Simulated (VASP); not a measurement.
A run of VASP 6.6.1 is set up as follows.

The input INCAR:

```
SYSTEM = B3N2Cl
PREC     = Accurate       ! precision mode
ENCUT    = 600            ! plane-wave cutoff, eV
EDIFF    = 1E-6           ! SCF threshold, eV
ISMEAR   = 0              ! smearing method
SIGMA    = 0.1            ! smearing width, eV
LREAL    = .False.        ! projectors in reciprocal space
LASPH    = .True.         ! aspherical terms in the spheres
NELM     = 150            ! most SCF steps
ALGO     = Normal         ! electronic algorithm
ISIF     = 3              ! what is computed and relaxed
LWAVE    = .False.        ! write WAVECAR
LCHARG   = .False.        ! write CHGCAR
ISPIN    = 2              ! spin polarisation
MAGMOM   = 0 0 0 1 1 0    ! initial moments
LORBIT   = 11             ! projections on sites
GGA      = PE             ! functional
IBRION   = 2              ! ionic algorithm
NSW      = 90             ! ionic steps
EDIFFG   = -0.04          ! ionic threshold
```

The input KPOINTS:

```
Automatic mesh
0
Gamma
  6 6 4
  0 0 0
```

POSCAR

```
B3N2Cl
1.0
    4.0224454100      0.0000000000      0.0000000000
   -2.0112227000      3.4835399100      0.0000000000
    0.0000000000      0.0000000000      5.9615127500
B N Cl
3 2 1
Direct
    0.0000000000      0.0000000000      0.7849229400
    0.0000000000      0.0000000000      0.2150770600
    0.0000000000      0.0000000000      0.0000000000
    0.3333333300      0.6666666700      0.5000000000
    0.6666666700      0.3333333300      0.5000000000
    0.0000000000      0.0000000000      0.5000000000
```

Potentials or basis: VASP PAW PBE potentials, release 64 (B, N, Cl).

The run is started by

```console
$ cat potpaw_PBE.64/B/POTCAR potpaw_PBE.64/N/POTCAR potpaw_PBE.64/Cl/POTCAR > POTCAR
$ mpirun -np 1 vasp_std > vasp.out
```

Problem. What does it give for the band gap on the k mesh?

Solution. Zero (filled and empty bands overlap).

Problem. Predict the relaxed cell.

Solution. a = 3.960 Å, b = 3.960 Å, c = 6.456 Å, α = 90.00°, β = 90.00°, γ = 120.00°.

Problem. Predict the relaxed volume.

Solution. 14.61 Å³/atom.

Problem. Predict the space group after relaxing (to 0.1 Å).

Solution. P6/mmm (No. 191).

Stress tensor (GPa, compression positive):
```
0.03 0.00 0.00
0.00 0.03 0.00
0.00 0.00 0.33
```
